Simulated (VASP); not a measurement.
# Mg8Si4H (Cmmm) in VASP: single point with PBE

Aim: the single point of Mg8Si4H with PBE.

Program: VASP 6.6.1. These are calculated values, not measurements. Logs are shortened: lines on timing, memory, paths and dates and some standing lists are left out, and cuts for length are marked.

### 1 The cell of the first run

Symmetry: Cmmm, No. 65, orthorhombic system. Conventional cell: a = 8.985 Å, b = 12.724 Å, c = 4.493 Å, α = 90.00°, β = 90.00°, γ = 90.00°. Mg (site symmetry m2m) has 2 H at 2.72 Å and 4 Si at 2.75 to 2.81 Å and 6 Mg at 3.06 to 3.24 Å within 3.6 Å. Mg (site symmetry m) has 1 H at 2.68 Å and 4 Si at 2.74 to 2.80 Å and 6 Mg at 3.12 to 3.25 Å within 3.5 Å. Within 3.6 Å of Mg (site symmetry m2m) lie 4 Si at 2.72 to 2.73 Å and 6 Mg at 3.18 to 3.24 Å. Si (site symmetry 2mm) has 8 Mg at 2.72 to 2.75 Å and 2 H at 3.21 Å within 3.6 Å. Within 3.6 Å of Si (site symmetry m2m) lie 8 Mg at 2.73 to 2.81 Å and 1 H at 3.23 Å. Within 3.5 Å of H (site symmetry mmm) lie 8 Mg at 2.68 to 2.72 Å and 6 Si at 3.21 to 3.23 Å.

### 2 Single point, PBE

The input, INCAR:

```
SYSTEM = Mg8Si4H
ALGO = Normal ; EDIFF = 1E-6
ENCUT = 520 ; GGA = PE
ISIF = 2 ; ISMEAR = 0
LASPH = .TRUE. ; LCHARG = .FALSE.
LREAL = .FALSE. ; LWAVE = .FALSE.
NBANDS = 28 ; NELM = 100
PREC = Accurate ; SIGMA = 0.1
```

The input, KPOINTS:

```
k-points
0
G
  8 8 8
  0 0 0
```

The input, POSCAR:

```
Mg8Si4H
1.0
    0.0007402509      6.3537860940      6.3618380953
    6.3537860940      0.0007402509      6.3618380953
    3.1772631724      3.1772631724      0.0000000000
Mg Si H
8 4 1
Direct
    0.1296907380      0.1296907380      0.2406185240
    0.1300236657      0.6148794714      0.2550968629
    0.6148794714      0.1300236657      0.2550968629
    0.6248963195      0.6248963195      0.2502073610
    0.3703092620      0.3703092620      0.7593814760
    0.3699763343      0.8851205286      0.7449031371
    0.8851205286      0.3699763343      0.7449031371
    0.8751036805      0.8751036805      0.7497926390
    0.5047542074     -0.0047542074      0.0000000000
    0.5034919618      0.5034919618     -0.0069839235
   -0.0034919618     -0.0034919618      0.0069839235
   -0.0047542074      0.5047542074      0.0000000000
    0.2500000000      0.2500000000      0.5000000000
```

Potentials or basis: VASP PAW PBE potentials, release 64 (Mg, Si, H).

Run with:

```console
$ cat potpaw_PBE.64/Mg/POTCAR potpaw_PBE.64/Si/POTCAR potpaw_PBE.64/H/POTCAR > POTCAR
$ mpirun -np 1 vasp_std > vasp.out
```

OUTCAR:

```text
SYSTEM = Mg8Si4H
   EDIFF = 1E-6
   ENCUT = 520
   GGA = PE
   ISIF = 2
   ISMEAR = 0
   LASPH = .TRUE.
   LREAL = .FALSE.
   NELM = 100
   PREC = Accurate

 ion  position               nearest neighbor table
   1  0.130  0.130  0.241-   9 2.75  12 2.75  11 2.81  11 2.81   5 3.06   7 3.13   6 3.13   7 3.13
                             6 3.13   8 3.24
   2  0.130  0.615  0.255-  12 2.74  12 2.74  10 2.74  11 2.80   7 3.12   5 3.13   5 3.13   8 3.23
                             8 3.23   6 3.25
   3  0.615  0.130  0.255-   9 2.74   9 2.74  10 2.74  11 2.80   6 3.12   5 3.13   5 3.13   8 3.23
                             8 3.23   7 3.25
   4  0.625  0.625  0.250-   9 2.72  12 2.72  10 2.73  10 2.73   8 3.18   7 3.23   6 3.23   6 3.23
                             7 3.23   5 3.24
   5  0.370  0.370  0.759-   9 2.75  12 2.75  10 2.81  10 2.81   1 3.06   3 3.13   2 3.13   2 3.13
                             3 3.13   4 3.24
   6  0.370  0.885  0.745-   9 2.74   9 2.74  11 2.74  10 2.80   3 3.12   1 3.13   1 3.13   4 3.23
                             4 3.23   2 3.25
   7  0.885  0.370  0.745-  12 2.74  12 2.74  11 2.74  10 2.80   2 3.12   1 3.13   1 3.13   4 3.23
                             4 3.23   3 3.25
   8  0.875  0.875  0.750-   9 2.72  12 2.72  11 2.73  11 2.73   4 3.18   3 3.23   2 3.23   2 3.23
                             3 3.23   1 3.24
   9  0.505  0.995  0.000-   4 2.72   8 2.72   6 2.74   3 2.74   3 2.74   6 2.74   5 2.75   1 2.75

  10  0.503  0.503  0.993-   4 2.73   4 2.73   2 2.74   3 2.74   7 2.80   6 2.80   5 2.81   5 2.81

  11  0.997  0.997  0.007-   8 2.73   8 2.73   7 2.74   6 2.74   3 2.80   2 2.80   1 2.81   1 2.81

  12  0.995  0.505  0.000-   4 2.72   8 2.72   7 2.74   2 2.74   2 2.74   7 2.74   5 2.75   1 2.75

  13  0.250  0.250  0.500-

  LATTYP: Found a base centered orthorhombic cell.
 ALAT       =     8.9845635937
 B/A-ratio  =     1.4161707531
 C/A-ratio  =     0.5001165190

  Lattice vectors:

 A1 = (  -3.1765229216,   3.1765229215,  -6.3618380953)
 A2 = (  -3.1765229215,   3.1765229216,   6.3618380953)
 A3 = (   3.1772631724,   3.1772631724,   0.0000000000)

Analysis of symmetry for initial positions (statically):
=====================================================================
 Subroutine PRICEL returns:
 Original cell was already a primitive cell.

 Routine SETGRP: Setting up the symmetry group for a
 base centered orthorhombic supercell.

 Subroutine GETGRP returns: Found  8 space group operations
 (whereof  4 operations were pure point group operations)
 out of a pool of  8 trial point group operations.

The static configuration has the point symmetry C_2v.
 The point group associated with its full space group is D_2h.

Analysis of symmetry for dynamics (positions and initial velocities):
=====================================================================
 Subroutine PRICEL returns:
 Original cell was already a primitive cell.

 Routine SETGRP: Setting up the symmetry group for a
 base centered orthorhombic supercell.

 Subroutine GETGRP returns: Found  8 space group operations
 (whereof  4 operations were pure point group operations)
 out of a pool of  8 trial point group operations.

The dynamic configuration has the point symmetry C_2v.
 The point group associated with its full space group is D_2h.

 Subroutine INISYM returns: Found  8 space group operations
 (whereof  4 operations are pure point group operations),
 and found     1 'primitive' translations

----------------------------------------------------------------------------------------

                                     Primitive cell

  volume of cell :     256.8312

  direct lattice vectors                    reciprocal lattice vectors
     0.000740251  6.353786094  6.361838095    -0.078702407  0.078702407  0.078593638
     6.353786094  0.000740251  6.361838095     0.078702407 -0.078702407  0.078593638
     3.177263172  3.177263172  0.000000000     0.157368141  0.157368141 -0.157187276

  length of vectors
     8.991305924  8.991305924  4.493328670     0.136253799  0.136253799  0.272465234

  position of ions in fractional coordinates (direct lattice)
     0.129690738  0.129690738  0.240618524
     0.130023666  0.614879471  0.255096863
     0.614879471  0.130023666  0.255096863
     0.624896320  0.624896320  0.250207361
     0.370309262  0.370309262  0.759381476
     0.369976334  0.885120529  0.744903137
     0.885120529  0.369976334  0.744903137
     0.875103680  0.875103680  0.749792639
     0.504754207  0.995245793  0.000000000
     0.503491962  0.503491962  0.993016076
     0.996508038  0.996508038  0.006983924
     0.995245793  0.504754207  0.000000000
     0.250000000  0.250000000  0.500000000

  ion indices of the primitive-cell ions
   primitive index   ion index
                 1           1
                 2           2
                 3           3
                 4           4
                 5           5
                 6           6
                 7           7
                 8           8
                 9           9
                10          10
                11          11
                12          12
                13          13

----------------------------------------------------------------------------------------

 KPOINTS: k-points

Automatic generation of k-mesh.
 Grid dimensions read from file:
 generate k-points for:    8    8    8

 Generating k-lattice:

  Cartesian coordinates                     Fractional coordinates (reciprocal lattice)
    -0.009837801  0.009837801  0.009824205     0.125000000  0.000000000  0.000000000
     0.009837801 -0.009837801  0.009824205     0.000000000  0.125000000  0.000000000
     0.019671018  0.019671018 -0.019648409     0.000000000  0.000000000  0.125000000

  Length of vectors
     0.017031725  0.017031725  0.034058154

  Shift w.r.t. Gamma in fractional coordinates (k-lattice)
     0.000000000  0.000000000  0.000000000

 Subroutine IBZKPT returns following result:
 ===========================================

 Found    105 irreducible k-points:

 Following reciprocal coordinates:
            Coordinates               Weight
  0.000000  0.000000  0.000000      1.000000
  0.125000  0.000000  0.000000      4.000000
  0.250000  0.000000  0.000000      4.000000
  0.375000  0.000000  0.000000      4.000000
  0.500000  0.000000  0.000000      2.000000
  0.125000  0.125000  0.000000      2.000000
[... 16 lines left out ...]
  0.125000  0.000000  0.125000      8.000000
  0.250000 -0.000000  0.125000      4.000000
 [... further k-points ...]
   k-points           NKPTS =    105   k-points in BZ     NKDIM =    105   number of bands    NBANDS=     28
   number of dos      NEDOS =    301   number of ions     NIONS =     13
   total plane-waves  NPLWV = 176400
   dimension x,y,z NGX =    70 NGY =   70 NGZ =   36
   dimension x,y,z NGXF=   140 NGYF=  140 NGZF=   72
   ions per type =               8   4   1
   NGX,Y,Z   is equivalent  to a cutoff of  12.94, 12.94, 13.32 a.u.
   NGXF,Y,Z  is equivalent  to a cutoff of  25.89, 25.89, 26.64 a.u.
 SYSTEM =  Mg8Si4H
   PREC   = accura    normal or accurate (medium, high low for compatibility)
   ISTART =      0    job   : 0-new  1-cont  2-samecut
   ICHARG =      2    charge: 1-file 2-atom 10-const
   ISPIN  =      1    spin polarized calculation?
   LNONCOLLINEAR =      F non collinear calculations
   LSORBIT =      F    spin-orbit coupling
   LASPH  =      T    aspherical Exc in radial PAW
   ENCUT  =  520.0 eV  38.22 Ry    6.18 a.u.  16.72 16.72  8.35*2*pi/ulx,y,z
   NELM   =    100;   NELMIN=  2; NELMDL= -5     # of ELM steps
   EDIFF  = 0.1E-05   stopping-criterion for ELM
   LREAL  =      F    real-space projection
   EDIFFG = 0.1E-04   stopping-criterion for IOM
   NSW    =      0    number of steps for IOM
   IBRION =     -1    ionic relax: 0-MD 1-quasi-New 2-CG
   NFREE  =      0    steps in history (QN), initial steepest desc. (CG)
   ISIF   =      2    stress and relaxation
   ISYM   =      2    0-nonsym 1-usesym 2-fastsym
   POTIM  = 0.5000    time-step for ionic-motion
   TEBEG  =    0.0;   TEEND  =   0.0 temperature during run
   PSTRESS=    0.0 pullay stress
   NELECT =      33.0000    total number of electrons
   NUPDOWN=      -1.0000    fix difference up-down
   EMIN   =  10.00;   EMAX   =-10.00  energy-range for DOS
   EFERMI =   0.00;   METHOD = LEGACY
   ISMEAR =     0;   SIGMA  =   0.10  broadening in eV -4-tet -1-fermi 0-gaus
   EFERMI_NEDOS =   21; number of points for ismear=-14 and -15
   IALGO  =     38    algorithm
   IMIX   =      4    mixing-type and parameters
     AMIX     =   0.40;   BMIX     =  1.00
     AMIX_MAG =   1.60;   BMIX_MAG =  1.00
  volume/ion in A,a.u.               =      19.76       133.32
  Fermi-wavevector in a.u.,A,eV,Ry     =   0.826095  1.561094  9.285073  0.682434
  Thomas-Fermi vector in A             =   1.938068
   LORBIT       =      0    0 simple, 1 ext, 2 COOP (PROOUT), +10 PAW based schemes
   GGA     = PE    functional components
   LHFCALC =     F    Hartree Fock is set to
   AEXX    =    0.0000 exact exchange contribution
   IVDW    =     0    specifies the selected vdW correction
   LEPSILON=     F    determine dielectric tensor
   LRPA    =     F    only Hartree local field effects (RPA)
 non-spin polarized calculation
 Gauss-broadening in eV      SIGMA  =   0.10
  energy-cutoff  :      520.00
  volume of cell :      256.83
 maximum number of plane-waves:      6972
 NGX is ok and might be reduce to    70
   NGX = 33   NGY = 33   NGZ = 17

 number of electron      33.0000000 magnetization

 Free energy of the ion-electron system (eV)
  ---------------------------------------------------
  ext. energy  EPLUGINS =         0.00000000
  ---------------------------------------------------
  free energy    TOTEN  =       -37.72827490 eV

  energy without entropy =      -37.70304597  energy(sigma->0) =      -37.71566044

 E-fermi :   3.2630     XC(G=0):  -8.8820

 val. band max:        3.2623905588   @ k =   0.3750   0.0000   0.0000
 cond. band min:       3.2653616394   @ k =   0.3750   0.1250   0.0000
 fundamental gap:      0.0029710806
 Fermi energy:         3.2629789480

 k-point     1 :       0.0000    0.0000    0.0000
  band No.  band energies     occupation
      1      -5.6148      2.00000
      2      -4.2033      2.00000
      3      -4.0726      2.00000
      4      -3.6068      2.00000
      5      -1.7524      2.00000
      6      -1.1078      2.00000
[... 20 lines left out ...]
     27       6.1699      0.00000
     28       6.2050      0.00000

 k-point     2 :       0.1250    0.0000    0.0000
  band No.  band energies     occupation
      1      -5.5794      2.00000
      2      -4.2736      2.00000
      3      -4.0947      2.00000
      4      -3.6398      2.00000
      5      -1.6466      2.00000
      6      -0.9969      2.00000
[... 20 lines left out ...]
     27       6.2483      0.00000
     28       6.3178      0.00000

 k-point     3 :       0.2500    0.0000    0.0000
  band No.  band energies     occupation
      1      -5.4743      2.00000
      2      -4.5032      2.00000
      3      -4.0776      2.00000
      4      -3.7247      2.00000
      5      -1.4110      2.00000
      6      -0.6778      2.00000
[... 616 lines left out ...]
      3      -4.0257      2.00000
      4      -3.6206      2.00000
      5      -1.5623      2.00000
      6      -0.9020      2.00000
[... 20 lines left out ...]
     27       6.6611      0.00000
     28       6.6662      0.00000

 k-point    24 :       0.2500   -0.0000    0.1250
  band No.  band energies     occupation
      1      -5.4258      2.00000
      2      -4.2941      2.00000
      3      -4.1366      2.00000
      4      -3.5730      2.00000
      5      -1.3611      2.00000
      6      -0.7075      2.00000
[... 20 lines left out ...]
     27       6.9063      0.00000
     28       6.9188      0.00000

 [... further k-points ...]
[... 5 lines left out ...]
  --------------------------------------------------------------------------------------
  -------------------------------------------------------------------------------------
  Total       -0.1957935     -0.1957935     -0.2171239      0.0157007     -0.0000000     -0.0000000
  in kB       -1.2214088     -1.2214088     -1.3544730      0.0979448     -0.0000000     -0.0000000
  external PRESSURE =      -1.2657636 kB  Pullay stress =       0.0000000 kB

 VOLUME and BASIS-vectors are now :
 -----------------------------------------------------------------------------
  energy-cutoff  :      520.00
  volume of cell :      256.83
      direct lattice vectors                 reciprocal lattice vectors
     0.000740251  6.353786094  6.361838095    -0.078702407  0.078702407  0.078593638
     6.353786094  0.000740251  6.361838095     0.078702407 -0.078702407  0.078593638
     3.177263172  3.177263172  0.000000000     0.157368141  0.157368141 -0.157187276

 POSITION                                       TOTAL-FORCE (eV/Angst)
 -----------------------------------------------------------------------------------
      1.58863      1.58863      1.65014        -0.000000     -0.000000     -0.002442
      4.71742      1.63711      4.73895        -0.011003      0.011003      0.007878
      1.63711      4.71742      4.73895         0.011003     -0.011003      0.007878
      4.76589      4.76589      7.95098        -0.000000     -0.000000     -0.022443
      4.76589      4.76589      4.71170         0.000000      0.000000      0.002442
      7.99089      4.71816      7.98472         0.011003     -0.011003     -0.007878
      4.71816      7.99089      7.98472        -0.011003      0.011003     -0.007878
      7.94316      7.94316     11.13454         0.000000      0.000000      0.022443
      6.32395      3.20784      9.54276        -0.005610      0.005610      0.000000
      6.35453      6.35453      6.40627        -0.000000     -0.000000     -0.016622
      6.35453      6.35453     12.67925         0.000000      0.000000      0.016622
      3.20784      6.32395      9.54276         0.005610     -0.005610      0.000000
      3.17726      3.17726      3.18092         0.000000      0.000000      0.000000
 -----------------------------------------------------------------------------------
    total drift:                                0.000000      0.000000     -0.000000

  FREE ENERGIE OF THE ION-ELECTRON SYSTEM (eV)
  ---------------------------------------------------
  free  energy   TOTEN  =       -37.7282749020 eV

  energy  without entropy=      -37.7030459750  energy(sigma->0) =      -37.71566044
```

Wall time 22 min (1 thread of AMD EPYC 9R45 (Zen 5), shared host); peak memory 0.83 GiB.

Results:

```
Free energy   : -37.7283 eV
Pressure      : -0.1 GPa
Largest force : 0.022 eV/Å
```

Forces on the atoms (eV/Å):
```
Mg   0.000  0.000 -0.002
Mg  -0.011  0.011  0.008
Mg   0.011 -0.011  0.008
Mg   0.000  0.000 -0.022
Mg   0.000  0.000  0.002
Mg   0.011 -0.011 -0.008
Mg  -0.011  0.011 -0.008
Mg   0.000  0.000  0.022
Si  -0.006  0.006  0.000
Si   0.000  0.000 -0.017
Si   0.000  0.000  0.017
Si   0.006 -0.006  0.000
H    0.000  0.000  0.000
```
